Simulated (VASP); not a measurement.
Wanted: the native input for a VASP 6.6.1 run.

- Task: relaxation of cell and atoms
- Functional: revPBE
- Dispersion: D3(BJ)
- Potentials or basis: VASP PAW PBE potentials, release 64 (Cs_sv, I, Sn_d)
- Cutoff: 600 eV
- k mesh: 5 × 5 × 5
- Occupations: fermi-dirac, width 0.05 eV
- Spin: no spin polarisation
- Dipole correction: no
- Further INCAR settings: ALGO = Normal; EDIFF = 1e-06; IBRION = 2; EDIFFG = -0.01; NSW = 60; ISIF = 3

The structure of CsSnI3 lies in POSCAR:

```
CsSnI3
1.0
    6.2057000000      0.0000000000      0.0000000000
    0.0000000000      6.2057000000      0.0000000000
    0.0000000000      0.0000000000      6.2057000000
Cs I Sn
1 3 1
Direct
    0.0000000000      0.0000000000      0.0000000000
    0.5000000000      0.5000000000      0.0000000000
    0.5000000000      0.0000000000      0.5000000000
    0.0000000000      0.5000000000      0.5000000000
    0.5000000000      0.5000000000      0.5000000000
```

The input as run:

INCAR

```
SYSTEM = CsSnI3
ALGO = Normal ; EDIFF = 1E-6
EDIFFG = -0.01 ; ENCUT = 600
GGA = RE ; IBRION = 2
ISIF = 3 ; ISMEAR = -1
IVDW = 12 ; LASPH = .TRUE.
LCHARG = .FALSE. ; LREAL = .FALSE.
LWAVE = .FALSE. ; NELM = 80
NSW = 60 ; PREC = Accurate
SIGMA = 0.05
```

KPOINTS

```
k-points
0
G
  5 5 5
  0 0 0
```

Potentials or basis: VASP PAW PBE potentials, release 64 (Cs_sv, I, Sn_d).

The run is started by

```console
$ cat potpaw_PBE.64/Cs_sv/POTCAR potpaw_PBE.64/I/POTCAR potpaw_PBE.64/Sn_d/POTCAR > POTCAR
$ mpirun -np 1 vasp_std > vasp.out
```

Results of the run:

```
Relaxed volume                        : 47.45 Å³/atom
Relaxed cell                          : a = 6.191 Å, b = 6.191 Å, c = 6.191 Å, α = 90.00°, β = 90.00°, γ = 90.00°
Space group after relaxing (to 0.1 Å) : Pm-3m (No. 221)
Energy gained by relaxing             : 0.2 meV/atom
Ionic steps                           : 2
Pressure after relaxing               : 0.0 GPa
Band gap on the k mesh                : 1.74 eV
Dispersion energy per atom            : -0.464 eV
```

Caveat: the PAW data sets were made with another functional, which shifts forces and pressure a little; spin-orbit coupling is left out, which moves the levels of the heavy elements; an odd mesh through Γ misses points on the zone boundary, where band edges can lie.

It took 62 s on 1 thread of Intel(R) Xeon(R) 6975P-C (Granite Rapids) (shared host), peak memory 0.41 GiB.
